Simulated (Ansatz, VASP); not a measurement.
# Two plane-wave programs on MgS

The input INCAR:

```
SYSTEM = MgS
  ALGO = Normal
  EDIFF = 1E-6
  ENCUT = 600
  GGA = PS
  GGA_COMPAT = .FALSE.
  ISIF = 2
  ISMEAR = 0
  LASPH = .TRUE.
  LCHARG = .TRUE.
  LELF = .TRUE.
  LREAL = .FALSE.
  LVHAR = .TRUE.
  LWAVE = .FALSE.
  NBANDS = 11
  NELM = 120
  PREC = Accurate
  SIGMA = 0.05
```

File KPOINTS:

```
k-points
0
G
  8 8 8
  0 0 0
```

POSCAR

```
MgS
1.0
    0.0000000000      2.7317325000      2.4715675000
    2.7317325000      0.0000000000      2.4715675000
    2.7317325000      2.7317325000      0.0000000000
Mg S
1 1
Direct
    0.0000000000      0.0000000000      0.0000000000
    0.5000000000      0.5000000000      0.5000000000
```

Input for Ansatz:

```yaml
crystal:
  lattice:
    - [0.0, 2.7317325, 2.4715675]
    - [2.7317325, 0.0, 2.4715675]
    - [2.7317325, 2.7317325, 0.0]
  atoms:
    - { symbol: Mg, position: [0.0, 0.0, 0.0] }
    - { symbol: S, position: [0.5, 0.5, 0.5] }
basis:
  ecutwfc: 420
kpoints:
  mp_grid: { grid: [8, 8, 8] }
hamiltonian:
  xc: pbesol
scf:
  occupations: { method: gaussian, width: 0.05 }
output:
  forces: true
  stress: true
  eigenvalues: true
```

Change from the starting cell: strain +0.050 along x and y, -0.050 along z, atoms carried along.

Alike in both runs: task single point; functional PBEsol; k mesh 8 × 8 × 8; occupations gaussian, width 0.05 eV; no spin polarisation.

|  | VASP | Ansatz |
| --- | --- | --- |
| version | VASP 6.6.1 | Ansatz 0.2.0 |
| potentials or method | VASP PAW PBE potentials, release 64 (Mg, S), cutoff 600 eV | scalar-relativistic, plane waves, PAW |
| valence electrons in the cell | 8 | 16 |

|  | VASP | Ansatz | Ansatz less VASP |
| --- | --- | --- | --- |
| gap on the k mesh at the Fermi level (eV) | 2.28 | 2.28 | 0.000 |
| least direct gap on the mesh (eV) | 3.10 | 3.10 | +0.002 |
| pressure (GPa) | -2.7 | -2.6 | +0.17 |
| traceless stress, the component that is largest in VASP (GPa) | 6.47 | 6.50 | +0.026 |

VASP's potentials were made for PBE, not for PBEsol. VASP's potentials hold 8 valence electrons a cell and Ansatz's 16, so a difference there can come from the potentials and not from the codes.
